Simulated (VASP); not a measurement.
# BaTiO3 (P4mm) in VASP: further runs

Runs on BaTiO3. Level: PBE. Tasks: single point.

Everything below comes from runs of VASP 6.6.1. Logs are shortened: lines on timing, memory, paths and dates and some standing lists are left out, and cuts for length are marked.

## 1. The cell of the first run

Symmetry: P4mm, No. 99, tetragonal system. Conventional cell: a = 3.985 Å, b = 3.985 Å, c = 4.137 Å, α = 90.00°, β = 90.00°, γ = 90.00°. Within 3.7 Å of Ba (site symmetry 4mm) lie 12 O at 2.80 to 2.95 Å and 8 Ti at 3.45 to 3.54 Å. Within 2.4 Å of Ti (site symmetry 4mm) lie 6 O at 1.82 to 2.31 Å. O (site symmetry 2mm) has 2 Ti at 2.00 Å within 2.7 Å. Within 2.4 Å of O (site symmetry 4mm) lie 2 Ti at 1.82 to 2.31 Å.

## 2. Single point, PBE (strain along c alone, the other axes held: -1.5 %, then relaxed in part)

INCAR reads:

```
SYSTEM = BaTiO3
PREC = Accurate
ENCUT = 520
EDIFF = 1E-6
ISMEAR = 0
SIGMA = 0.02
LREAL = .FALSE.
LASPH = .TRUE.
NELM = 60
ALGO = Normal
ISIF = 2
LWAVE = .FALSE.
LCHARG = .TRUE.
GGA = PE
LELF = .TRUE.
LVHAR = .TRUE.
NBANDS = 28
```

KPOINTS reads:

```
Automatic mesh
0
G
  8 8 6
  0 0 0
```

POSCAR reads:

```
BaTiO3
1.0
    3.9854497974      0.0000000000      0.0000000000
    0.0000000000      3.9854497974      0.0000000000
    0.0000000000      0.0000000000      4.1374754050
Ba Ti O
1 1 3
Direct
    0.5000000000      0.5000000000      0.5871413519
    0.0000000000      0.0000000000      0.1045449601
    0.0000000000      0.5000000000      0.0616190250
    0.5000000000      0.0000000000      0.0616190250
    0.0000000000      0.0000000000      0.5450726280
```

Potentials or basis: VASP PAW PBE potentials, release 64 (Ba_sv, Ti_sv, O).

On the command line:

```
cat potpaw_PBE.64/Ba_sv/POTCAR potpaw_PBE.64/Ti_sv/POTCAR potpaw_PBE.64/O/POTCAR > POTCAR
mpirun -np 1 vasp_std > vasp.out
```

OUTCAR:

```text
SYSTEM = BaTiO3
   PREC = Accurate
   ENCUT = 520
   EDIFF = 1E-6
   ISMEAR = 0
   LREAL = .FALSE.
   LASPH = .TRUE.
   NELM = 60
   ISIF = 2
   GGA = PE

 ion  position               nearest neighbor table
   1  0.500  0.500  0.587-   3 2.80   4 2.80   4 2.80   3 2.80   5 2.82   5 2.82   5 2.82   5 2.82
                             3 2.95   4 2.95   3 2.95   4 2.95   2 3.45   2 3.45   2 3.45   2 3.45
   2  0.000  0.000  0.105-   5 1.82   4 2.00   3 2.00   3 2.00   4 2.00   5 2.31   1 3.45   1 3.45
                             1 3.45   1 3.45   1 3.54   1 3.54   1 3.54   1 3.54
   3  0.000  0.500  0.062-   2 2.00   2 2.00   1 2.80   1 2.80   1 2.95   1 2.95
   4  0.500  0.000  0.062-   2 2.00   2 2.00   1 2.80   1 2.80   1 2.95   1 2.95
   5  0.000  0.000  0.545-   2 1.82   2 2.31   1 2.82   1 2.82   1 2.82   1 2.82

  LATTYP: Found a simple tetragonal cell.
 ALAT       =     3.9854497974
 C/A-ratio  =     1.0381451568

  Lattice vectors:

 A1 = (   3.9854497974,   0.0000000000,   0.0000000000)
 A2 = (   0.0000000000,   3.9854497974,   0.0000000000)
 A3 = (   0.0000000000,   0.0000000000,   4.1374754050)

Analysis of symmetry for initial positions (statically):
=====================================================================
 Subroutine PRICEL returns:
 Original cell was already a primitive cell.

 Routine SETGRP: Setting up the symmetry group for a
 simple tetragonal supercell.

 Subroutine GETGRP returns: Found  8 space group operations
 (whereof  8 operations were pure point group operations)
 out of a pool of 16 trial point group operations.

The static configuration has the point symmetry C_4v.

Analysis of symmetry for dynamics (positions and initial velocities):
=====================================================================
 Subroutine PRICEL returns:
 Original cell was already a primitive cell.

 Routine SETGRP: Setting up the symmetry group for a
 simple tetragonal supercell.

 Subroutine GETGRP returns: Found  8 space group operations
 (whereof  8 operations were pure point group operations)
 out of a pool of 16 trial point group operations.

The dynamic configuration has the point symmetry C_4v.

 Subroutine INISYM returns: Found  8 space group operations
 (whereof  8 operations are pure point group operations),
 and found     1 'primitive' translations

----------------------------------------------------------------------------------------

                                     Primitive cell

  volume of cell :      65.7189

  direct lattice vectors                    reciprocal lattice vectors
     3.985449797  0.000000000  0.000000000     0.250912708  0.000000000  0.000000000
     0.000000000  3.985449797  0.000000000     0.000000000  0.250912708  0.000000000
     0.000000000  0.000000000  4.137475405     0.000000000  0.000000000  0.241693280

  length of vectors
     3.985449797  3.985449797  4.137475405     0.250912708  0.250912708  0.241693280

  position of ions in fractional coordinates (direct lattice)
     0.500000000  0.500000000  0.587141352
     0.000000000  0.000000000  0.104544960
     0.000000000  0.500000000  0.061619025
     0.500000000  0.000000000  0.061619025
     0.000000000  0.000000000  0.545072628

  ion indices of the primitive-cell ions
   primitive index   ion index
                 1           1
                 2           2
                 3           3
                 4           4
                 5           5

----------------------------------------------------------------------------------------

 KPOINTS: Automatic mesh

Automatic generation of k-mesh.
 Grid dimensions read from file:
 generate k-points for:    8    8    6

 Generating k-lattice:

  Cartesian coordinates                     Fractional coordinates (reciprocal lattice)
     0.031364088  0.000000000  0.000000000     0.125000000  0.000000000  0.000000000
     0.000000000  0.031364088  0.000000000     0.000000000  0.125000000  0.000000000
     0.000000000  0.000000000  0.040282213     0.000000000  0.000000000  0.166666667

  Length of vectors
     0.031364088  0.031364088  0.040282213

  Shift w.r.t. Gamma in fractional coordinates (k-lattice)
     0.000000000  0.000000000  0.000000000

 Subroutine IBZKPT returns following result:
 ===========================================

 Found     60 irreducible k-points:

 Following reciprocal coordinates:
            Coordinates               Weight
  0.000000  0.000000  0.000000      1.000000
  0.125000  0.000000  0.000000      4.000000
  0.250000  0.000000  0.000000      4.000000
  0.375000  0.000000  0.000000      4.000000
  0.500000  0.000000  0.000000      2.000000
  0.125000  0.125000  0.000000      4.000000
[... 16 lines left out ...]
  0.375000  0.125000  0.166667     16.000000
  0.500000  0.125000  0.166667      8.000000
 [... further k-points ...]
   k-points           NKPTS =     60   k-points in BZ     NKDIM =     60   number of bands    NBANDS=     28
   number of dos      NEDOS =    301   number of ions     NIONS =      5
   total plane-waves  NPLWV =  28800
   dimension x,y,z NGX =    30 NGY =   30 NGZ =   32
   dimension x,y,z NGXF=    60 NGYF=   60 NGZF=   64
   ions per type =               1   1   3
   NGX,Y,Z   is equivalent  to a cutoff of  12.51, 12.51, 12.86 a.u.
   NGXF,Y,Z  is equivalent  to a cutoff of  25.03, 25.03, 25.72 a.u.
 SYSTEM =  BaTiO3
   PREC   = accura    normal or accurate (medium, high low for compatibility)
   ISTART =      0    job   : 0-new  1-cont  2-samecut
   ICHARG =      2    charge: 1-file 2-atom 10-const
   ISPIN  =      1    spin polarized calculation?
   LNONCOLLINEAR =      F non collinear calculations
   LSORBIT =      F    spin-orbit coupling
   LASPH  =      T    aspherical Exc in radial PAW
   ENCUT  =  520.0 eV  38.22 Ry    6.18 a.u.   7.41  7.41  7.69*2*pi/ulx,y,z
   NELM   =     60;   NELMIN=  2; NELMDL= -5     # of ELM steps
   EDIFF  = 0.1E-05   stopping-criterion for ELM
   LREAL  =      F    real-space projection
   EDIFFG = 0.1E-04   stopping-criterion for IOM
   NSW    =      0    number of steps for IOM
   IBRION =     -1    ionic relax: 0-MD 1-quasi-New 2-CG
   NFREE  =      0    steps in history (QN), initial steepest desc. (CG)
   ISIF   =      2    stress and relaxation
   ISYM   =      2    0-nonsym 1-usesym 2-fastsym
   POTIM  = 0.5000    time-step for ionic-motion
   TEBEG  =    0.0;   TEEND  =   0.0 temperature during run
   PSTRESS=    0.0 pullay stress
   NELECT =      40.0000    total number of electrons
   NUPDOWN=      -1.0000    fix difference up-down
   EMIN   =  10.00;   EMAX   =-10.00  energy-range for DOS
   EFERMI =   0.00;   METHOD = LEGACY
   ISMEAR =     0;   SIGMA  =   0.02  broadening in eV -4-tet -1-fermi 0-gaus
   EFERMI_NEDOS =   21; number of points for ismear=-14 and -15
   IALGO  =     38    algorithm
   IMIX   =      4    mixing-type and parameters
     AMIX     =   0.40;   BMIX     =  1.00
     AMIX_MAG =   1.60;   BMIX_MAG =  1.00
  volume/ion in A,a.u.               =      13.14        88.70
  Fermi-wavevector in a.u.,A,eV,Ry     =   1.387389  2.621784 26.189135  1.924847
  Thomas-Fermi vector in A             =   2.511614
   LORBIT       =      0    0 simple, 1 ext, 2 COOP (PROOUT), +10 PAW based schemes
   GGA     = PE    functional components
   LHFCALC =     F    Hartree Fock is set to
   AEXX    =    0.0000 exact exchange contribution
   IVDW    =     0    specifies the selected vdW correction
   LEPSILON=     F    determine dielectric tensor
   LRPA    =     F    only Hartree local field effects (RPA)
 non-spin polarized calculation
 Gauss-broadening in eV      SIGMA  =   0.02
  energy-cutoff  :      520.00
  volume of cell :       65.72
 maximum number of plane-waves:      1793
 NGX is ok and might be reduce to    30
   NGX = 15   NGY = 15   NGZ = 15

 number of electron      39.9999985 magnetization

 Free energy of the ion-electron system (eV)
  ---------------------------------------------------
  ext. energy  EPLUGINS =         0.00000000
  ---------------------------------------------------
  free energy    TOTEN  =       -40.02814462 eV

  energy without entropy =      -40.02814462  energy(sigma->0) =      -40.02814462

 E-fermi :   4.0627     XC(G=0): -11.1104

 val. band max:        3.8111998448   @ k =   0.5000   0.5000   0.5000
 cond. band min:       5.6030785688   @ k =   0.0000   0.0000   0.0000
 fundamental gap:      1.7918787240
 Fermi energy:         4.0626679600

 k-point     1 :       0.0000    0.0000    0.0000
  band No.  band energies     occupation
      1     -52.8056      2.00000
      2     -29.1212      2.00000
      3     -29.0088      2.00000
      4     -29.0088      2.00000
      5     -21.2748      2.00000
      6     -13.1897      2.00000
[... 20 lines left out ...]
     27       8.8715      0.00000
     28      10.6945      0.00000

 k-point     2 :       0.1250    0.0000    0.0000
  band No.  band energies     occupation
      1     -52.8054      2.00000
      2     -29.1209      2.00000
      3     -29.0168      2.00000
      4     -29.0085      2.00000
      5     -21.2584      2.00000
      6     -13.1968      2.00000
[... 20 lines left out ...]
     27       9.1662      0.00000
     28      11.0707      0.00000

 k-point     3 :       0.2500    0.0000    0.0000
  band No.  band energies     occupation
      1     -52.8050      2.00000
      2     -29.1201      2.00000
      3     -29.0360      2.00000
      4     -29.0078      2.00000
      5     -21.2183      2.00000
      6     -13.2554      2.00000
[... 20 lines left out ...]
     27       9.8963      0.00000
     28      11.8731      0.00000

 k-point     4 :       0.3750    0.0000    0.0000
  band No.  band energies     occupation
      1     -52.8046      2.00000
      2     -29.1193      2.00000
      3     -29.0550      2.00000
      4     -29.0070      2.00000
      5     -21.1775      2.00000
      6     -13.3519      2.00000
[... 578 lines left out ...]
     27      10.4330      0.00000
     28      11.7276      0.00000

 k-point    23 :       0.3750    0.1250    0.1667
  band No.  band energies     occupation
      1     -52.8043      2.00000
      2     -29.1276      2.00000
      3     -29.0540      2.00000
      4     -29.0145      2.00000
      5     -21.1520      2.00000
      6     -13.1940      2.00000
[... 20 lines left out ...]
     27      11.2369      0.00000
     28      12.1341      0.00000

 k-point    24 :       0.5000    0.1250    0.1667
  band No.  band energies     occupation
      1     -52.8042      2.00000
      2     -29.1272      2.00000
      3     -29.0618      2.00000
      4     -29.0142      2.00000
      5     -21.1368      2.00000
      6     -13.2216      2.00000
[... 20 lines left out ...]
     27      11.5728      0.00000
     28      12.3094      0.00000

 [... further k-points ...]

------------------------ aborting loop because EDIFF is reached ----------------------------------------

  FORCE on cell =-STRESS in cart. coord.  units (eV):
  Direction    XX          YY          ZZ          XY          YZ          ZX
  --------------------------------------------------------------------------------------
  -------------------------------------------------------------------------------------
  Total        1.1726676      1.1726676      1.3129401      0.0000000      0.0000000      0.0000000
  in kB       28.5887640     28.5887640     32.0085052      0.0000000      0.0000000      0.0000000
  external PRESSURE =      29.7286777 kB  Pullay stress =       0.0000000 kB

 VOLUME and BASIS-vectors are now :
 -----------------------------------------------------------------------------
  energy-cutoff  :      520.00
  volume of cell :       65.72
      direct lattice vectors                 reciprocal lattice vectors
     3.985449797  0.000000000  0.000000000     0.250912708  0.000000000  0.000000000
     0.000000000  3.985449797  0.000000000     0.000000000  0.250912708  0.000000000
     0.000000000  0.000000000  4.137475405     0.000000000  0.000000000  0.241693280

 POSITION                                       TOTAL-FORCE (eV/Angst)
 -----------------------------------------------------------------------------------
      1.99272      1.99272      2.42928        -0.000000     -0.000000     -0.039974
      0.00000      0.00000      0.43255        -0.000000      0.000000     -0.077250
      0.00000      1.99272      0.25495        -0.000000      0.000000      0.021040
      1.99272      0.00000      0.25495        -0.000000      0.000000      0.021040
      0.00000      0.00000      2.25522         0.000000      0.000000      0.075144
 -----------------------------------------------------------------------------------
    total drift:                                0.000000      0.000000      0.000124

  FREE ENERGIE OF THE ION-ELECTRON SYSTEM (eV)
  ---------------------------------------------------
  free  energy   TOTEN  =       -40.0281446216 eV

  energy  without entropy=      -40.0281446216  energy(sigma->0) =      -40.02814462
```

It took 65 s on 1 thread of Intel Xeon 6975P-C (Granite Rapids), shared host; peak memory 0.25 GiB.

What came out:

```
Free energy            : -40.0281 eV
Pressure               : 3.0 GPa
Largest force          : 0.077 eV/Å
Band gap on the k mesh : 1.79 eV, indirect (least direct gap 2.30 eV)
```

Forces in eV/Å, atoms in the order of the input:
```
Ba   0.000  0.000 -0.040
Ti   0.000  0.000 -0.077
O    0.000  0.000  0.021
O    0.000  0.000  0.021
O    0.000  0.000  0.075
```

Levels at points of the mesh, in eV from the valence-band top:
```tsv
k point	band 17	band 18	band 19	band 20	band 21	band 22	band 23	band 24
(0.00, 0.00, 0.00)	-1.28	-0.76	-0.51	-0.51	1.79	2.33	2.33	4.02
(0.50, 0.00, 0.00)	-1.94	-1.71	-1.43	-1.21	2.43	3.46	3.55	4.10
(0.50, 0.50, 0.00)	-1.96	-1.13	-1.13	-0.07	3.58	3.58	3.93	4.29
(0.00, 0.00, 0.50)	-2.04	-2.00	-0.73	-0.73	1.93	3.48	3.48	4.02
(0.50, 0.00, 0.50)	-1.82	-1.10	-1.03	-0.43	3.50	3.50	3.79	4.82
(0.50, 0.50, 0.50)	-2.59	-0.36	-0.36	0.00	4.03	4.03	4.11	6.12
```

Caveat: the cell differs from its parent crystal (strain along c alone, the other axes held: -1.5 %, then relaxed in part); spin-orbit coupling is left out, which moves the levels of the heavy elements. A k mesh can miss the band edges.

## 3. Single point, PBE

INCAR reads:

```
  PREC = Accurate
  ENCUT = 520
  EDIFF = 1E-6
  ISMEAR = 0
  SIGMA = 0.02
  LREAL = F
  LASPH = T
  NELM = 60
  ALGO = Normal
  ISIF = 2
  LWAVE = F
  LCHARG = T
  GGA = PE
  LELF = T
  LVHAR = T
  NBANDS = 28
```

KPOINTS reads:

```
regular mesh
0
Gamma
  8 8 6
```

POSCAR is that of step 2.

Potentials or basis: VASP PAW PBE potentials, release 64 (Ba_sv, Ti_sv, O).

On the command line:

```
cat potpaw_PBE.64/Ba_sv/POTCAR potpaw_PBE.64/Ti_sv/POTCAR potpaw_PBE.64/O/POTCAR > POTCAR
mpirun -np 1 vasp_std > vasp.out
```

OUTCAR:

```text
PREC = Accurate
   ENCUT = 520
   EDIFF = 1E-6
   ISMEAR = 0
   LREAL = F
   LASPH = T
   NELM = 60
   ISIF = 2
   GGA = PE

 ion  position               nearest neighbor table
   1  0.500  0.500  0.587-   3 2.80   4 2.80   4 2.80   3 2.80   5 2.82   5 2.82   5 2.82   5 2.82
                             3 2.95   4 2.95   3 2.95   4 2.95   2 3.45   2 3.45   2 3.45   2 3.45
   2  0.000  0.000  0.105-   5 1.82   4 2.00   3 2.00   3 2.00   4 2.00   5 2.31   1 3.45   1 3.45
                             1 3.45   1 3.45   1 3.54   1 3.54   1 3.54   1 3.54
   3  0.000  0.500  0.062-   2 2.00   2 2.00   1 2.80   1 2.80   1 2.95   1 2.95
[... 952 lines left out ...]
  -------------------------------------------------------------------------------------
  Total        1.1726676      1.1726676      1.3129401      0.0000000      0.0000000      0.0000000
  in kB       28.5887640     28.5887640     32.0085052      0.0000000      0.0000000      0.0000000
  external PRESSURE =      29.7286777 kB  Pullay stress =       0.0000000 kB

 VOLUME and BASIS-vectors are now :
 -----------------------------------------------------------------------------
  energy-cutoff  :      520.00
  volume of cell :       65.72
      direct lattice vectors                 reciprocal lattice vectors
     3.985449797  0.000000000  0.000000000     0.250912708  0.000000000  0.000000000
     0.000000000  3.985449797  0.000000000     0.000000000  0.250912708  0.000000000
     0.000000000  0.000000000  4.137475405     0.000000000  0.000000000  0.241693280

 POSITION                                       TOTAL-FORCE (eV/Angst)
 -----------------------------------------------------------------------------------
      1.99272      1.99272      2.42928        -0.000000     -0.000000     -0.039974
      0.00000      0.00000      0.43255        -0.000000      0.000000     -0.077250
      0.00000      1.99272      0.25495        -0.000000      0.000000      0.021040
      1.99272      0.00000      0.25495        -0.000000      0.000000      0.021040
      0.00000      0.00000      2.25522         0.000000      0.000000      0.075144
 -----------------------------------------------------------------------------------
    total drift:                                0.000000      0.000000      0.000124

  FREE ENERGIE OF THE ION-ELECTRON SYSTEM (eV)
  ---------------------------------------------------
  free  energy   TOTEN  =       -40.0281446216 eV

  energy  without entropy=      -40.0281446216  energy(sigma->0) =      -40.02814462
```

OSZICAR:

```text
N       E                     dE             d eps       ncg     rms          rms(c)
DAV:   1     0.425224545654E+03    0.42522E+03   -0.19607E+04  3360   0.151E+03
DAV:   2    -0.519663757022E+01   -0.43042E+03   -0.40924E+03  3876   0.420E+02
DAV:   3    -0.490169086356E+02   -0.43820E+02   -0.43516E+02  4732   0.133E+02
DAV:   4    -0.507087356707E+02   -0.16918E+01   -0.16882E+01  5040   0.232E+01
DAV:   5    -0.507357651280E+02   -0.27029E-01   -0.27024E-01  4532   0.265E+00    0.233E+01
DAV:   6    -0.402688875157E+02    0.10467E+02   -0.56713E+01  4940   0.674E+01    0.101E+01
DAV:   7    -0.402148517417E+02    0.54036E-01   -0.11204E+01  4564   0.248E+01    0.705E+00
DAV:   8    -0.400245091768E+02    0.19034E+00   -0.61117E-01  4160   0.721E+00    0.367E+00
DAV:   9    -0.400567480442E+02   -0.32239E-01   -0.38413E-01  4904   0.546E+00    0.162E+00
DAV:  10    -0.400318154836E+02    0.24933E-01   -0.13738E-01  4108   0.373E+00    0.558E-01
DAV:  11    -0.400287080000E+02    0.31075E-02   -0.12928E-02  4772   0.917E-01    0.227E-01
DAV:  12    -0.400281348577E+02    0.57314E-03   -0.28014E-03  4024   0.376E-01    0.372E-02
DAV:  13    -0.400281591955E+02   -0.24338E-04   -0.17728E-04  4132   0.105E-01    0.324E-02
DAV:  14    -0.400281442904E+02    0.14905E-04   -0.55148E-05  4292   0.715E-02    0.133E-02
DAV:  15    -0.400281449524E+02   -0.66206E-06   -0.16450E-05  4940   0.356E-02    0.531E-03
DAV:  16    -0.400281446216E+02    0.33086E-06   -0.12919E-06  2396   0.996E-03
   1 F= -.40028145E+02 E0= -.40028145E+02  d E =-.646068E-73
```

stdout:

```text
POSCAR found type information on POSCAR BaTiO
 POSCAR found :  3 types and       5 ions
 scaLAPACK will be used
 LDA part: xc-table for (Slater+PW92), standard interpolation
 POSCAR, INCAR and KPOINTS ok, starting setup
 FFT: planning ... GRIDC
 FFT: planning ... GRID_SOFT
 FFT: planning ... GRID
 WAVECAR not read
 entering main loop
```

Wall time 77 s (1 thread of Intel Xeon 6975P-C (Granite Rapids), shared host); peak memory 0.25 GiB.

Results:

```
Free energy            : -40.0281 eV
Pressure               : 3.0 GPa
Largest force          : 0.077 eV/Å
Band gap on the k mesh : 1.79 eV, indirect (least direct gap 2.30 eV)
```

Forces on the atoms (eV/Å):
```
Ba   0.000  0.000 -0.040
Ti   0.000  0.000 -0.077
O    0.000  0.000  0.021
O    0.000  0.000  0.021
O    0.000  0.000  0.075
```

Caveat: spin-orbit coupling is left out, which moves the levels of the heavy elements.

(Continued in part 2 of 2.)
